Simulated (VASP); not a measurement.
# Ge (Fd-3m) in VASP: notebook

Runs on Ge. Level: r2SCAN. Tasks: single point.

Program: VASP 6.6.1. These are calculated values, not measurements. Logs are shortened: lines on timing, memory, paths and dates and some standing lists are left out, and cuts for length are marked.

**Measured values to compare with.**

“Electronic and optical properties of SixGe1-x-ySny alloys lattice-matched to Ge”, 2021, arxiv:2109.02782 reports, for a bulk crystal of Ge at 293 K: band gap 0.666 eV (indirect).

The results are compared with them further down.

### Step 1. The cell of the first run

The structure is cubic, space group Fd-3m (No. 227). Conventional cell: a = 5.581 Å, b = 5.581 Å, c = 5.581 Å, α = 90.00°, β = 90.00°, γ = 90.00°. Ge (site symmetry -43m) has 4 Ge at 2.42 Å within 3.2 Å.

### Step 2. Single point, r2SCAN

The input, POSCAR:

```
Ge
1.0
    0.0000000000      2.7906767997      2.7906767997
    2.7906767997      0.0000000000      2.7906767997
    2.7906767997      2.7906767997      0.0000000000
Ge
2
Direct
    0.7500000000      0.7500000000      0.7500000000
    0.5000000000      0.5000000000      0.5000000000
```

The input, INCAR.step1:

```
SYSTEM = Ge
PREC = Accurate
ENCUT = 520
ISMEAR = -1
SIGMA = 0.05
LREAL = .False.
LASPH = .True.
NELM = 80
NBANDS = 21
GGA = PE
ALGO = Normal
EDIFF = 1E-4
LWAVE = .True.
LCHARG = .False.
```

The input, INCAR.step2:

```
SYSTEM = Ge
PREC = Accurate
ENCUT = 520
EDIFF = 1E-6
ISMEAR = -1
SIGMA = 0.05
LREAL = .False.
LASPH = .True.
NELM = 80
ALGO = Normal
ISIF = 2
LWAVE = .False.
LCHARG = .False.
METAGGA = R2SCAN
LMIXTAU = .True.
NBANDS = 21
ISTART = 1
```

The input, KPOINTS:

```
regular mesh
0
Gamma
  8 8 8
  0 0 0
```

Potentials or basis: VASP PAW PBE potentials, release 64 (Ge_d).

Run with:

```
> cat potpaw_PBE.64/Ge_d/POTCAR > POTCAR
> cp INCAR.step1 INCAR
> mpirun -np 1 vasp_std > vasp.out
> cp INCAR.step2 INCAR
> mpirun -np 1 vasp_std > vasp.out
```

OUTCAR:

```text
SYSTEM = Ge
   PREC = Accurate
   ENCUT = 520
   EDIFF = 1E-6
   ISMEAR = -1
   LREAL = .False.
   LASPH = .True.
   NELM = 80
   ISIF = 2
   METAGGA = R2SCAN
   ISTART = 1

 ion  position               nearest neighbor table
   1  0.750  0.750  0.750-   2 2.42   2 2.42   2 2.42   2 2.42
   2  0.500  0.500  0.500-   1 2.42   1 2.42   1 2.42   1 2.42

  LATTYP: Found a face centered cubic cell.
 ALAT       =     5.5813535994

  Lattice vectors:

 A1 = (   0.0000000000,   2.7906767997,   2.7906767997)
 A2 = (   2.7906767997,   0.0000000000,   2.7906767997)
 A3 = (   2.7906767997,   2.7906767997,   0.0000000000)

Analysis of symmetry for initial positions (statically):
=====================================================================
 Subroutine PRICEL returns:
 Original cell was already a primitive cell.

 Routine SETGRP: Setting up the symmetry group for a
 face centered cubic supercell.

 Subroutine GETGRP returns: Found 48 space group operations
 (whereof 24 operations were pure point group operations)
 out of a pool of 48 trial point group operations.

The static configuration has the point symmetry T_d .
 The point group associated with its full space group is O_h .

Analysis of symmetry for dynamics (positions and initial velocities):
=====================================================================
 Subroutine PRICEL returns:
 Original cell was already a primitive cell.

 Routine SETGRP: Setting up the symmetry group for a
 face centered cubic supercell.

 Subroutine GETGRP returns: Found 48 space group operations
 (whereof 24 operations were pure point group operations)
 out of a pool of 48 trial point group operations.

The dynamic configuration has the point symmetry T_d .
 The point group associated with its full space group is O_h .

 Subroutine INISYM returns: Found 48 space group operations
 (whereof 24 operations are pure point group operations),
 and found     1 'primitive' translations

----------------------------------------------------------------------------------------

                                     Primitive cell

  volume of cell :      43.4669

  direct lattice vectors                    reciprocal lattice vectors
     0.000000000  2.790676800  2.790676800    -0.179168007  0.179168007  0.179168007
     2.790676800  0.000000000  2.790676800     0.179168007 -0.179168007  0.179168007
     2.790676800  2.790676800  0.000000000     0.179168007  0.179168007 -0.179168007

  length of vectors
     3.946612978  3.946612978  3.946612978     0.310328091  0.310328091  0.310328091

  position of ions in fractional coordinates (direct lattice)
     0.750000000  0.750000000  0.750000000
     0.500000000  0.500000000  0.500000000

  ion indices of the primitive-cell ions
   primitive index   ion index
                 1           1
                 2           2

----------------------------------------------------------------------------------------

 KPOINTS: regular mesh

Automatic generation of k-mesh.
 Grid dimensions read from file:
 generate k-points for:    8    8    8

 Generating k-lattice:

  Cartesian coordinates                     Fractional coordinates (reciprocal lattice)
    -0.022396001  0.022396001  0.022396001     0.125000000  0.000000000  0.000000000
     0.022396001 -0.022396001  0.022396001     0.000000000  0.125000000  0.000000000
     0.022396001  0.022396001 -0.022396001     0.000000000  0.000000000  0.125000000

  Length of vectors
     0.038791011  0.038791011  0.038791011

  Shift w.r.t. Gamma in fractional coordinates (k-lattice)
     0.000000000  0.000000000  0.000000000

 Subroutine IBZKPT returns following result:
 ===========================================

 Found     29 irreducible k-points:

 Following reciprocal coordinates:
            Coordinates               Weight
  0.000000  0.000000  0.000000      1.000000
  0.125000  0.000000  0.000000      8.000000
  0.250000  0.000000  0.000000      8.000000
  0.375000  0.000000  0.000000      8.000000
  0.500000  0.000000  0.000000      4.000000
  0.125000  0.125000  0.000000      6.000000
[... 16 lines left out ...]
  0.500000  0.250000  0.125000     48.000000
 -0.375000  0.250000  0.125000     24.000000
 [... further k-points ...]
   k-points           NKPTS =     29   k-points in BZ     NKDIM =     29   number of bands    NBANDS=     21
   number of dos      NEDOS =    301   number of ions     NIONS =      2
   total plane-waves  NPLWV =  27000
   dimension x,y,z NGX =    30 NGY =   30 NGZ =   30
   dimension x,y,z NGXF=    60 NGYF=   60 NGZF=   60
   ions per type =               2
   NGX,Y,Z   is equivalent  to a cutoff of  12.64, 12.64, 12.64 a.u.
   NGXF,Y,Z  is equivalent  to a cutoff of  25.27, 25.27, 25.27 a.u.
 SYSTEM =  Ge
   PREC   = accura    normal or accurate (medium, high low for compatibility)
   ISTART =      1    job   : 0-new  1-cont  2-samecut
   ICHARG =      0    charge: 1-file 2-atom 10-const
   ISPIN  =      1    spin polarized calculation?
   LNONCOLLINEAR =      F non collinear calculations
   LSORBIT =      F    spin-orbit coupling
   LASPH  =      T    aspherical Exc in radial PAW
   ENCUT  =  520.0 eV  38.22 Ry    6.18 a.u.   7.34  7.34  7.34*2*pi/ulx,y,z
   NELM   =     80;   NELMIN=  2; NELMDL=  0     # of ELM steps
   EDIFF  = 0.1E-05   stopping-criterion for ELM
   LREAL  =      F    real-space projection
   EDIFFG = 0.1E-04   stopping-criterion for IOM
   NSW    =      0    number of steps for IOM
   IBRION =     -1    ionic relax: 0-MD 1-quasi-New 2-CG
   NFREE  =      0    steps in history (QN), initial steepest desc. (CG)
   ISIF   =      2    stress and relaxation
   ISYM   =      2    0-nonsym 1-usesym 2-fastsym
   POTIM  = 0.5000    time-step for ionic-motion
   TEBEG  =    0.0;   TEEND  =   0.0 temperature during run
   PSTRESS=    0.0 pullay stress
   NELECT =      28.0000    total number of electrons
   NUPDOWN=      -1.0000    fix difference up-down
   EMIN   =  10.00;   EMAX   =-10.00  energy-range for DOS
   EFERMI =   0.00;   METHOD = LEGACY
   ISMEAR =    -1;   SIGMA  =   0.05  broadening in eV -4-tet -1-fermi 0-gaus
   EFERMI_NEDOS =   21; number of points for ismear=-14 and -15
   IALGO  =     38    algorithm
   IMIX   =      4    mixing-type and parameters
     AMIX     =   0.40;   BMIX     =  1.00
     AMIX_MAG =   1.60;   BMIX_MAG =  1.00
  volume/ion in A,a.u.               =      21.73       146.66
  Fermi-wavevector in a.u.,A,eV,Ry     =   1.413865  2.671818 27.198243  1.999014
  Thomas-Fermi vector in A             =   2.535467
   LORBIT       =      0    0 simple, 1 ext, 2 COOP (PROOUT), +10 PAW based schemes
   METAGGA = R2SCAN    functional components
   LHFCALC =     F    Hartree Fock is set to
   AEXX    =    0.0000 exact exchange contribution
   IVDW    =     0    specifies the selected vdW correction
   LEPSILON=     F    determine dielectric tensor
   LRPA    =     F    only Hartree local field effects (RPA)
 non-spin polarized calculation
  energy-cutoff  :      520.00
  volume of cell :       43.47
 maximum number of plane-waves:      1211
 NGX is ok and might be reduce to    30
   NGX = 15   NGY = 15   NGZ = 15

 number of electron      28.0000021 magnetization

 Free energy of the ion-electron system (eV)
  ---------------------------------------------------
  ext. energy  EPLUGINS =         0.00000000
  ---------------------------------------------------
  free energy    TOTEN  =       -27.70854200 eV

  energy without entropy =      -27.70851053  energy(sigma->0) =      -27.70852626

 E-fermi :   5.4927     XC(G=0): -11.0334

 val. band max:        5.2138539039   @ k =   0.0000   0.0000   0.0000
 cond. band min:       5.7961689610   @ k =   0.5000   0.0000   0.0000
 fundamental gap:      0.5823150571
 Fermi energy:         5.4927121700

 k-point     1 :       0.0000    0.0000    0.0000
  band No.  band energies     occupation
      1     -20.3450      2.00000
      2     -20.3450      2.00000
      3     -20.3450      2.00000
      4     -20.3021      2.00000
      5     -20.3021      2.00000
      6     -20.0609      2.00000
[... 13 lines left out ...]
     20      15.2534      0.00000
     21      15.2534      0.00000

 k-point     2 :       0.1250    0.0000    0.0000
  band No.  band energies     occupation
      1     -20.3544      2.00000
      2     -20.3544      2.00000
      3     -20.3421      2.00000
      4     -20.2886      2.00000
      5     -20.2886      2.00000
      6     -20.0715      2.00000
[... 13 lines left out ...]
     20      14.3306      0.00000
     21      14.3306      0.00000

 k-point     3 :       0.2500    0.0000    0.0000
  band No.  band energies     occupation
      1     -20.3660      2.00000
      2     -20.3659      2.00000
      3     -20.3353      2.00000
      4     -20.2684      2.00000
      5     -20.2684      2.00000
      6     -20.0854      2.00000
[... 13 lines left out ...]
     20      14.0853      0.00000
     21      14.0853      0.00000

 k-point     4 :       0.3750    0.0000    0.0000
  band No.  band energies     occupation
      1     -20.3715      2.00000
      2     -20.3715      2.00000
      3     -20.3282      2.00000
      4     -20.2564      2.00000
      5     -20.2564      2.00000
      6     -20.0920      2.00000
[... 13 lines left out ...]
     20      15.3901      0.00000
     21      15.3901      0.00000

 k-point     5 :       0.5000    0.0000    0.0000
  band No.  band energies     occupation
      1     -20.3728      2.00000
      2     -20.3728      2.00000
      3     -20.3253      2.00000
      4     -20.2533      2.00000
      5     -20.2533      2.00000
      6     -20.0931      2.00000
[... 13 lines left out ...]
     20      17.3188      0.00000
     21      17.3189      0.00000

 k-point     6 :       0.1250    0.1250    0.0000
  band No.  band energies     occupation
      1     -20.3541      2.00000
      2     -20.3514      2.00000
      3     -20.3514      2.00000
      4     -20.2914      2.00000
      5     -20.2743      2.00000
      6     -20.0986      2.00000
[... 13 lines left out ...]
     20      13.6465      0.00000
     21      15.5388      0.00000

 k-point     7 :       0.2500    0.1250    0.0000
  band No.  band energies     occupation
      1     -20.3696      2.00000
      2     -20.3607      2.00000
      3     -20.3418      2.00000
      4     -20.2748      2.00000
      5     -20.2508      2.00000
      6     -20.1222      2.00000
[... 13 lines left out ...]
     20      14.9798      0.00000
     21      15.3544      0.00000
[... 291 lines left out ...]
      1     -20.4036      2.00000
      2     -20.3848      2.00000
      3     -20.2838      2.00000
      4     -20.2148      2.00000
      5     -20.1797      2.00000
      6     -20.1663      2.00000
[... 13 lines left out ...]
     20      15.6988      0.00000
     21      20.0563      0.00000

 k-point    21 :       0.5000    0.5000    0.0000
  band No.  band energies     occupation
      1     -20.3833      2.00000
      2     -20.3832      2.00000
      3     -20.2870      2.00000
      4     -20.2870      2.00000
      5     -20.1656      2.00000
      6     -20.1656      2.00000
[... 13 lines left out ...]
     20      18.0054      0.00000
     21      18.9669      0.00000

 k-point    22 :       0.3750    0.2500    0.1250
  band No.  band energies     occupation
      1     -20.3782      2.00000
      2     -20.3748      2.00000
      3     -20.3261      2.00000
      4     -20.2593      2.00000
      5     -20.2259      2.00000
      6     -20.1476      2.00000
[... 13 lines left out ...]
     20      16.2426      0.00000
     21      16.4427      0.00000

 k-point    23 :       0.5000    0.2500    0.1250
  band No.  band energies     occupation
      1     -20.3916      2.00000
      2     -20.3824      2.00000
      3     -20.3011      2.00000
      4     -20.2420      2.00000
      5     -20.2110      2.00000
      6     -20.1570      2.00000
[... 13 lines left out ...]
     20      15.6872      0.00000
     21      17.6551      0.00000

 k-point    24 :      -0.3750    0.2500    0.1250
  band No.  band energies     occupation
      1     -20.3976      2.00000
      2     -20.3840      2.00000
      3     -20.2899      2.00000
      4     -20.2294      2.00000
      5     -20.2128      2.00000
      6     -20.1510      2.00000
[... 13 lines left out ...]
     20      16.9804      0.00000
     21      17.6209      0.00000

 [... further k-points ...]

------------------------ aborting loop because EDIFF is reached ----------------------------------------

  FORCE on cell =-STRESS in cart. coord.  units (eV):
  Direction    XX          YY          ZZ          XY          YZ          ZX
  --------------------------------------------------------------------------------------
  -------------------------------------------------------------------------------------
  Total        1.0975068      1.0975068      1.0975068      0.0000000      0.0000000      0.0000000
  in kB       40.4537885     40.4537885     40.4537885      0.0000000      0.0000000      0.0000000
  external PRESSURE =      40.4537885 kB  Pullay stress =       0.0000000 kB

 VOLUME and BASIS-vectors are now :
 -----------------------------------------------------------------------------
  energy-cutoff  :      520.00
  volume of cell :       43.47
      direct lattice vectors                 reciprocal lattice vectors
     0.000000000  2.790676800  2.790676800    -0.179168007  0.179168007  0.179168007
     2.790676800  0.000000000  2.790676800     0.179168007 -0.179168007  0.179168007
     2.790676800  2.790676800  0.000000000     0.179168007  0.179168007 -0.179168007

 POSITION                                       TOTAL-FORCE (eV/Angst)
 -----------------------------------------------------------------------------------
      4.18602      4.18602      4.18602         0.000000      0.000000     -0.000000
      2.79068      2.79068      2.79068        -0.000000     -0.000000      0.000000
 -----------------------------------------------------------------------------------
    total drift:                                0.000000     -0.000000     -0.000000

  FREE ENERGIE OF THE ION-ELECTRON SYSTEM (eV)
  ---------------------------------------------------
  free  energy   TOTEN  =       -27.7085419957 eV

  energy  without entropy=      -27.7085105342  energy(sigma->0) =      -27.70852626
```

It took 43 s on 1 thread of Intel Xeon 6975P-C (Granite Rapids), shared host; peak memory 0.17 GiB.

What came out:

| Property | Result |
| --- | --- |
| Free energy | -27.7085 eV |
| Pressure | 4.0 GPa |
| Band gap on the k mesh | 0.58 eV, indirect (least direct gap 0.80 eV) |

Caveat: the PAW data sets were made with another functional, which shifts forces and pressure a little. A k mesh can miss the band edges.

### Step 3. Single point, r2SCAN

This run uses another cell than the first one, of 22.19 Å³/atom, 1.021 times its volume.

The input, POSCAR:

```
Ge
1.0
    0.0000000000      2.8099234548      2.8099234548
    2.8099234548      0.0000000000      2.8099234548
    2.8099234548      2.8099234548      0.0000000000
Ge
2
Direct
    0.7500000000      0.7500000000      0.7500000000
    0.5000000000      0.5000000000      0.5000000000
```

The input, INCAR.step1:

```
PREC = Accurate
ENCUT = 520
ISMEAR = -1
SIGMA = 0.05
LREAL = False
LASPH = True
NELM = 60
NBANDS = 21
GGA = PE
ALGO = Normal
EDIFF = 1E-4
LWAVE = True
LCHARG = False
```

The input, INCAR.step2:

```
PREC = Accurate
ENCUT = 520
EDIFF = 1E-6
ISMEAR = -1
SIGMA = 0.05
LREAL = False
LASPH = True
NELM = 60
ALGO = Normal
ISIF = 2
LWAVE = False
LCHARG = False
METAGGA = R2SCAN
LMIXTAU = True
NBANDS = 21
ISTART = 1
```

The input, KPOINTS:

```
Automatic mesh
0
Gamma
  8 8 8
```

Potentials or basis: VASP PAW PBE potentials, release 64 (Ge_d).

Run with:

```
> cat potpaw_PBE.64/Ge_d/POTCAR > POTCAR
> cp INCAR.step1 INCAR
> mpirun -np 1 vasp_std > vasp.out
> cp INCAR.step2 INCAR
> mpirun -np 1 vasp_std > vasp.out
```

It took 42 s on 1 thread of Intel Xeon 6975P-C (Granite Rapids), shared host; peak memory 0.17 GiB.

The run converged. Its results:

- Free energy: -27.7266 eV
- Pressure: 2.3 GPa
- Band gap on the k mesh: 0.51 eV, indirect (least direct gap 0.60 eV)

Levels at points of the mesh, in eV from the valence-band top:
| k point | band 10 | band 11 | band 12 | band 13 | band 14 | band 15 | band 16 | band 17 | band 18 | band 19 |
| --- | --- | --- | --- | --- | --- | --- | --- | --- | --- | --- |
| (0.00, 0.00, 0.00) | -25.23 | -13.47 | 0.00 | 0.00 | 0.00 | 0.60 | 2.72 | 2.72 | 2.72 | 7.12 |
| (0.50, 0.00, 0.00) | -25.21 | -11.22 | -7.97 | -1.52 | -1.52 | 0.51 | 4.01 | 4.01 | 7.67 | 11.35 |
| (0.50, 0.50, 0.00) | -25.19 | -9.30 | -9.30 | -3.30 | -3.30 | 0.95 | 0.95 | 10.28 | 10.28 | 12.57 |

Caveat: the PAW data sets were made with another functional, which shifts forces and pressure a little.

### Step 4. How close it comes

Step 3. Against the measured gap of Ge, 0.666 eV (indirect; 293 K; “Electronic and optical properties of SixGe1-x-ySny alloys lattice-matched to Ge”, 2021, arxiv:2109.02782), the calculated 0.51 eV is off by -0.15 eV. 2 values of this kind are on record (0.666 to 0.744 eV); this one was drawn at random. Spin-orbit coupling on Ge is left out. The value is that of r2SCAN on a finite k mesh, which can miss the band edges, without temperature or zero-point motion.
